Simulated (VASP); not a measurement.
Input of a VASP 6.6.1 run:

POSCAR

```
Sc
1.0
    0.0000000000      2.3613200000      2.3613200000
    2.3613200000      0.0000000000      2.3613200000
    2.3613200000      2.3613200000      0.0000000000
Sc
1
Direct
    0.0000000000      0.0000000000      0.0000000000
```

The input INCAR.step1:

```
ALGO = Normal
EDIFF = 1E-4
ENCUT = 520
GGA = PE
ISMEAR = 0
LASPH = True
LCHARG = False
LREAL = False
LWAVE = True
NBANDS = 12
NELM = 100
PREC = Accurate
SIGMA = 0.15
```

INCAR.step2

```
ALGO = Normal
EDIFF = 1E-7
ENCUT = 520
ISIF = 2
ISMEAR = 0
ISTART = 1
LASPH = True
LCHARG = False
LMIXTAU = True
LREAL = False
LWAVE = False
METAGGA = R2SCAN
NBANDS = 12
NELM = 100
PREC = Accurate
SIGMA = 0.15
```

File KPOINTS:

```
k-points
0
Gamma
  18 18 18
```

Potentials or basis: VASP PAW PBE potentials, release 64 (Sc_sv).

The run is started by

```sh
$ cat potpaw_PBE.64/Sc_sv/POTCAR > POTCAR
$ cp INCAR.step1 INCAR
$ mpirun -np 1 vasp_std > vasp.out
$ cp INCAR.step2 INCAR
$ mpirun -np 1 vasp_std > vasp.out
```

Predict the pressure.

-2.2 GPa.

Predict the band gap on the k mesh.

zero (an odd number of electrons rules out a gap without spin polarisation).

Caveat: the cell differs from its parent crystal (strain +0.040 along x and y, +0.040 along z); the PAW data sets were made with another functional, which shifts forces and pressure a little.
